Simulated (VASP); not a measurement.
# CdSe (P6_3mc) in VASP: single point with PBE

Aim: the single point of CdSe with PBE.

All numbers are computed with VASP 6.6.1; they aren't measurements. Logs are shortened: lines on timing, memory, paths and dates and some standing lists are left out, and cuts for length are marked.

## (1) The cell of the first run

It takes space group P6_3mc (No. 186, hexagonal). Conventional cell: a = 4.273 Å, b = 4.273 Å, c = 7.010 Å, α = 90.00°, β = 90.00°, γ = 120.00°. Within 3.5 Å of Cd (site symmetry 3m) lie 4 Se at 2.62 Å. Se (site symmetry 3m) has 4 Cd at 2.62 Å within 3.5 Å.

## (2) Single point, PBE

Contents of INCAR:

```
PREC = Accurate ; ENCUT = 520
EDIFF = 1E-6 ; ISMEAR = 0
SIGMA = 0.05 ; LREAL = F
LASPH = T ; NELM = 80
ALGO = Normal ; ISIF = 2
LWAVE = F ; LCHARG = F
GGA = PE ; NBANDS = 26
```

Contents of KPOINTS:

```
Automatic mesh
0
Gamma
  8 8 5
```

Contents of POSCAR:

```
CdSe
1.0
    4.2732059991      0.0000000000      0.0000000000
   -2.1366029995      3.7007049508      0.0000000000
    0.0000000000      0.0000000000      7.0100000000
Cd Se
2 2
Direct
    0.3333333333      0.6666666667      0.0008083402
    0.6666666667      0.3333333333      0.5008083402
    0.3333333333      0.6666666667      0.3751916598
    0.6666666667      0.3333333333      0.8751916598
```

Potentials or basis: VASP PAW PBE potentials, release 64 (Cd, Se).

Launch:

```console
> cat potpaw_PBE.64/Cd/POTCAR potpaw_PBE.64/Se/POTCAR > POTCAR
> mpirun -np 1 vasp_std > vasp.out
```

OUTCAR:

```text
PREC = Accurate
   ENCUT = 520
   EDIFF = 1E-6
   ISMEAR = 0
   LREAL = F
   LASPH = T
   NELM = 80
   ISIF = 2
   GGA = PE

 ion  position               nearest neighbor table
   1  0.333  0.667  0.001-   4 2.62   4 2.62   4 2.62   3 2.62
   2  0.667  0.333  0.501-   3 2.62   3 2.62   3 2.62   4 2.62
   3  0.333  0.667  0.375-   2 2.62   2 2.62   2 2.62   1 2.62
   4  0.667  0.333  0.875-   1 2.62   1 2.62   1 2.62   2 2.62

  LATTYP: Found a hexagonal cell.
 ALAT       =     4.2732059991
 C/A-ratio  =     1.6404544975

  Lattice vectors:

 A1 = (   4.2732059991,   0.0000000000,   0.0000000000)
 A2 = (  -2.1366029995,   3.7007049508,   0.0000000000)
 A3 = (   0.0000000000,   0.0000000000,   7.0100000000)

Analysis of symmetry for initial positions (statically):
=====================================================================
 Subroutine PRICEL returns:
 Original cell was already a primitive cell.

 Routine SETGRP: Setting up the symmetry group for a
 hexagonal supercell.

 Subroutine GETGRP returns: Found 12 space group operations
 (whereof  6 operations were pure point group operations)
 out of a pool of 24 trial point group operations.

The static configuration has the point symmetry C_3v.
 The point group associated with its full space group is C_6v.

Analysis of symmetry for dynamics (positions and initial velocities):
=====================================================================
 Subroutine PRICEL returns:
 Original cell was already a primitive cell.

 Routine SETGRP: Setting up the symmetry group for a
 hexagonal supercell.

 Subroutine GETGRP returns: Found 12 space group operations
 (whereof  6 operations were pure point group operations)
 out of a pool of 24 trial point group operations.

The dynamic configuration has the point symmetry C_3v.
 The point group associated with its full space group is C_6v.

 Subroutine INISYM returns: Found 12 space group operations
 (whereof  6 operations are pure point group operations),
 and found     1 'primitive' translations

----------------------------------------------------------------------------------------

                                     Primitive cell

  volume of cell :     110.8553

  direct lattice vectors                    reciprocal lattice vectors
     4.273205999  0.000000000  0.000000000     0.234016333  0.135109393  0.000000000
    -2.136602999  3.700704951  0.000000000     0.000000000  0.270218786  0.000000000
     0.000000000  0.000000000  7.010000000     0.000000000  0.000000000  0.142653352

  length of vectors
     4.273205999  4.273205999  7.010000000     0.270218786  0.270218786  0.142653352

  position of ions in fractional coordinates (direct lattice)
     0.333333333  0.666666667  0.000808340
     0.666666667  0.333333333  0.500808340
     0.333333333  0.666666667  0.375191660
     0.666666667  0.333333333  0.875191660

  ion indices of the primitive-cell ions
   primitive index   ion index
                 1           1
                 2           2
                 3           3
                 4           4

----------------------------------------------------------------------------------------

 KPOINTS: Automatic mesh

Automatic generation of k-mesh.
 Grid dimensions read from file:
 generate k-points for:    8    8    5

 Generating k-lattice:

  Cartesian coordinates                     Fractional coordinates (reciprocal lattice)
     0.029252042  0.016888674  0.000000000     0.125000000  0.000000000  0.000000000
     0.000000000  0.033777348  0.000000000     0.000000000  0.125000000  0.000000000
     0.000000000  0.000000000  0.028530670     0.000000000  0.000000000  0.200000000

  Length of vectors
     0.033777348  0.033777348  0.028530670

  Shift w.r.t. Gamma in fractional coordinates (k-lattice)
     0.000000000  0.000000000  0.000000000

 Subroutine IBZKPT returns following result:
 ===========================================

 Found     30 irreducible k-points:

 Following reciprocal coordinates:
            Coordinates               Weight
  0.000000  0.000000  0.000000      1.000000
  0.125000  0.000000  0.000000      6.000000
  0.250000  0.000000  0.000000      6.000000
  0.375000  0.000000  0.000000      6.000000
  0.500000  0.000000  0.000000      3.000000
  0.125000  0.125000  0.000000      6.000000
[... 16 lines left out ...]
  0.250000  0.000000  0.400000     12.000000
  0.375000  0.000000  0.400000     12.000000
 [... further k-points ...]
   k-points           NKPTS =     30   k-points in BZ     NKDIM =     30   number of bands    NBANDS=     26
   number of dos      NEDOS =    301   number of ions     NIONS =      4
   total plane-waves  NPLWV =  55296
   dimension x,y,z NGX =    32 NGY =   32 NGZ =   54
   dimension x,y,z NGXF=    64 NGYF=   64 NGZF=  108
   ions per type =               2   2
   NGX,Y,Z   is equivalent  to a cutoff of  12.45, 12.45, 12.81 a.u.
   NGXF,Y,Z  is equivalent  to a cutoff of  24.90, 24.90, 25.61 a.u.
 SYSTEM =  unknown system
   PREC   = accura    normal or accurate (medium, high low for compatibility)
   ISTART =      0    job   : 0-new  1-cont  2-samecut
   ICHARG =      2    charge: 1-file 2-atom 10-const
   ISPIN  =      1    spin polarized calculation?
   LNONCOLLINEAR =      F non collinear calculations
   LSORBIT =      F    spin-orbit coupling
   LASPH  =      T    aspherical Exc in radial PAW
   ENCUT  =  520.0 eV  38.22 Ry    6.18 a.u.   7.95  7.95 13.03*2*pi/ulx,y,z
   NELM   =     80;   NELMIN=  2; NELMDL= -5     # of ELM steps
   EDIFF  = 0.1E-05   stopping-criterion for ELM
   LREAL  =      F    real-space projection
   EDIFFG = 0.1E-04   stopping-criterion for IOM
   NSW    =      0    number of steps for IOM
   IBRION =     -1    ionic relax: 0-MD 1-quasi-New 2-CG
   NFREE  =      0    steps in history (QN), initial steepest desc. (CG)
   ISIF   =      2    stress and relaxation
   ISYM   =      2    0-nonsym 1-usesym 2-fastsym
   POTIM  = 0.5000    time-step for ionic-motion
   TEBEG  =    0.0;   TEEND  =   0.0 temperature during run
   PSTRESS=    0.0 pullay stress
   NELECT =      36.0000    total number of electrons
   NUPDOWN=      -1.0000    fix difference up-down
   EMIN   =  10.00;   EMAX   =-10.00  energy-range for DOS
   EFERMI =   0.00;   METHOD = LEGACY
   ISMEAR =     0;   SIGMA  =   0.05  broadening in eV -4-tet -1-fermi 0-gaus
   EFERMI_NEDOS =   21; number of points for ismear=-14 and -15
   IALGO  =     38    algorithm
   IMIX   =      4    mixing-type and parameters
     AMIX     =   0.40;   BMIX     =  1.00
     AMIX_MAG =   1.60;   BMIX_MAG =  1.00
  volume/ion in A,a.u.               =      27.71       187.02
  Fermi-wavevector in a.u.,A,eV,Ry     =   1.125270  2.126453 17.228152  1.266233
  Thomas-Fermi vector in A             =   2.261947
   LORBIT       =      0    0 simple, 1 ext, 2 COOP (PROOUT), +10 PAW based schemes
   GGA     = PE    functional components
   LHFCALC =     F    Hartree Fock is set to
   AEXX    =    0.0000 exact exchange contribution
   IVDW    =     0    specifies the selected vdW correction
   LEPSILON=     F    determine dielectric tensor
   LRPA    =     F    only Hartree local field effects (RPA)
 non-spin polarized calculation
 Gauss-broadening in eV      SIGMA  =   0.05
  energy-cutoff  :      520.00
  volume of cell :      110.86
 maximum number of plane-waves:      3007
 NGX is ok and might be reduce to    32
   NGX = 15   NGY = 15   NGZ = 27

 number of electron      36.0000002 magnetization

 Free energy of the ion-electron system (eV)
  ---------------------------------------------------
  ext. energy  EPLUGINS =         0.00000000
  ---------------------------------------------------
  free energy    TOTEN  =       -10.89030122 eV

  energy without entropy =      -10.89030122  energy(sigma->0) =      -10.89030122

 E-fermi :   1.2793     XC(G=0):  -8.9481

 val. band max:        1.0735398722   @ k =   0.0000   0.0000   0.0000
 cond. band min:       1.7619227862   @ k =   0.0000   0.0000   0.0000
 fundamental gap:      0.6883829141
 Fermi energy:         1.2793137541

 k-point     1 :       0.0000    0.0000    0.0000
  band No.  band energies     occupation
      1     -11.6205      2.00000
      2     -11.2324      2.00000
      3      -6.9168      2.00000
      4      -6.9056      2.00000
      5      -6.9056      2.00000
      6      -6.8343      2.00000
[... 18 lines left out ...]
     25       8.1196      0.00000
     26       8.8079      0.00000

 k-point     2 :       0.1250    0.0000    0.0000
  band No.  band energies     occupation
      1     -11.5706      2.00000
      2     -11.2094      2.00000
      3      -6.9005      2.00000
      4      -6.8878      2.00000
      5      -6.8694      2.00000
      6      -6.8123      2.00000
[... 18 lines left out ...]
     25       8.4924      0.00000
     26       8.5181      0.00000

 k-point     3 :       0.2500    0.0000    0.0000
  band No.  band energies     occupation
      1     -11.4444      2.00000
      2     -11.1579      2.00000
      3      -6.8634      2.00000
      4      -6.8503      2.00000
      5      -6.7754      2.00000
      6      -6.7493      2.00000
[... 18 lines left out ...]
     25       8.5465      0.00000
     26       9.0242      0.00000

 k-point     4 :       0.3750    0.0000    0.0000
  band No.  band energies     occupation
      1     -11.3040      2.00000
      2     -11.1184      2.00000
      3      -6.8353      2.00000
      4      -6.8229      2.00000
      5      -6.7026      2.00000
      6      -6.6911      2.00000
[... 18 lines left out ...]
     25       8.9565      0.00000
     26       9.8265      0.00000
[... 496 lines left out ...]
      1     -11.4443      2.00000
      2     -11.3322      2.00000
      3      -6.8652      2.00000
      4      -6.8643      2.00000
      5      -6.8430      2.00000
      6      -6.8402      2.00000
[... 18 lines left out ...]
     25       7.8764      0.00000
     26       7.9330      0.00000

 k-point    23 :       0.2500    0.0000    0.4000
  band No.  band energies     occupation
      1     -11.3417      2.00000
      2     -11.2528      2.00000
      3      -6.8306      2.00000
      4      -6.8168      2.00000
      5      -6.8006      2.00000
      6      -6.7855      2.00000
[... 18 lines left out ...]
     25       8.1066      0.00000
     26       8.6688      0.00000

 k-point    24 :       0.3750    0.0000    0.4000
  band No.  band energies     occupation
      1     -11.2343      2.00000
      2     -11.1767      2.00000
      3      -6.8156      2.00000
      4      -6.7761      2.00000
      5      -6.7751      2.00000
      6      -6.7348      2.00000
[... 18 lines left out ...]
     25       8.7180      0.00000
     26       9.3582      0.00000

 [... further k-points ...]

------------------------ aborting loop because EDIFF is reached ----------------------------------------

  FORCE on cell =-STRESS in cart. coord.  units (eV):
  Direction    XX          YY          ZZ          XY          YZ          ZX
  --------------------------------------------------------------------------------------
  -------------------------------------------------------------------------------------
  Total        2.8510052      2.8510052      2.7558124      0.0000000      0.0000000     -0.0000000
  in kB       41.2052242     41.2052242     39.8294150      0.0000000      0.0000000     -0.0000000
  external PRESSURE =      40.7466211 kB  Pullay stress =       0.0000000 kB

 VOLUME and BASIS-vectors are now :
 -----------------------------------------------------------------------------
  energy-cutoff  :      520.00
  volume of cell :      110.86
      direct lattice vectors                 reciprocal lattice vectors
     4.273205999  0.000000000  0.000000000     0.234016333  0.135109393  0.000000000
    -2.136602999  3.700704951  0.000000000     0.000000000  0.270218786  0.000000000
     0.000000000  0.000000000  7.010000000     0.000000000  0.000000000  0.142653352

 POSITION                                       TOTAL-FORCE (eV/Angst)
 -----------------------------------------------------------------------------------
     -0.00000      2.46714      0.00567         0.000000     -0.000000      0.002127
      2.13660      1.23357      3.51067        -0.000000      0.000000      0.002127
     -0.00000      2.46714      2.63009         0.000000     -0.000000     -0.002127
      2.13660      1.23357      6.13509         0.000000      0.000000     -0.002127
 -----------------------------------------------------------------------------------
    total drift:                               -0.000000     -0.000000     -0.000241

  FREE ENERGIE OF THE ION-ELECTRON SYSTEM (eV)
  ---------------------------------------------------
  free  energy   TOTEN  =       -10.8903012176 eV

  energy  without entropy=      -10.8903012176  energy(sigma->0) =      -10.89030122
```

It took 2.5 min on 1 thread of AMD EPYC 7R13, shared host; peak memory 0.23 GiB.

What came out:

| Item | Value |
| --- | --- |
| Free energy | -10.8903 eV |
| Pressure | 4.1 GPa |
| Band gap on the k mesh | 0.69 eV, direct |

Forces on the atoms (eV/Å):
```
Cd   0.000  0.000  0.002
Cd   0.000  0.000  0.002
Se   0.000  0.000 -0.002
Se   0.000  0.000 -0.002
```

As with any semilocal functional, this PBE gap is likely too small.
